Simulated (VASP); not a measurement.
Here is a VASP 6.6.1 calculation.

File INCAR:

```
ALGO = Normal
EDIFF = 1E-6
ENCUT = 520
GGA = PS
ISIF = 2
ISMEAR = 0
LASPH = True
LCHARG = False
LREAL = False
LWAVE = False
NBANDS = 15
NELM = 60
PREC = Accurate
SIGMA = 0.15
```

File KPOINTS:

```
k-points
0
Gamma
  18 18 18
```

POSCAR

```
TaN
1.0
    0.0000000000      2.1245250000      2.1245250000
    2.1245250000      0.0000000000      2.1245250000
    2.1245250000      2.1245250000      0.0000000000
Ta N
1 1
Direct
    0.5000000000      0.5000000000      0.5000000000
    0.0000000000      0.0000000000      0.0000000000
```

Potentials or basis: VASP PAW PBE potentials, release 64 (Ta_pv, N).

Run with:

```bash
$ cat potpaw_PBE.64/Ta_pv/POTCAR potpaw_PBE.64/N/POTCAR > POTCAR
$ mpirun -np 1 vasp_std > vasp.out
```

Q: What does it give for the pressure?

A: 39.7 GPa.

Q: Estimate the band gap on the k mesh.

A: Zero (band 8 reaches 12.83 eV, above the bottom of band 9 at 8.14 eV).

Caveat: the cell differs from its parent crystal (strain -0.025 along x and y, -0.025 along z); the PAW data sets were made with another functional, which shifts forces and pressure a little; spin-orbit coupling is left out, which moves the levels of the heavy elements.
